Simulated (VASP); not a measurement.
Runs of VASP 6.6.1 on C. The structure is that of space group Fd-3m (No. 227), or close to it. The cells are those of the table. 

```tsv
cell	gap on the mesh (eV)	pressure (GPa)
a = 2.572 Å, angles 60.0°, 2 atoms	(b)	-20.8
a = 2.539 Å, angles 60.0°, 2 atoms	(c)	-6.0
a = 2.555 Å, angles 60.0°, 2 atoms	(d)	-13.7
a = 2.522 Å, angles 60.0°, 2 atoms	4.17	2.5
a = 2.471 Å, angles 60.0°, 2 atoms	4.30	33.2
a = 2.505 Å, angles 60.0°, 2 atoms	4.21	11.8
a = 2.488 Å, angles 60.0°, 2 atoms	(a)	22.0
```

Alike in all rows: task single point; level PBE; potentials or basis VASP PAW PBE potentials, release 64 (C); no spin polarisation; k mesh 10 × 10 × 10; cutoff (eV) 520; smearing methfessel-paxton 0.1 eV.

Problem. Fill in the values left out.

Solution. (a) 4.26; (b) 4.05; (c) 4.13; (d) 4.09.

A k mesh can miss the band edges.
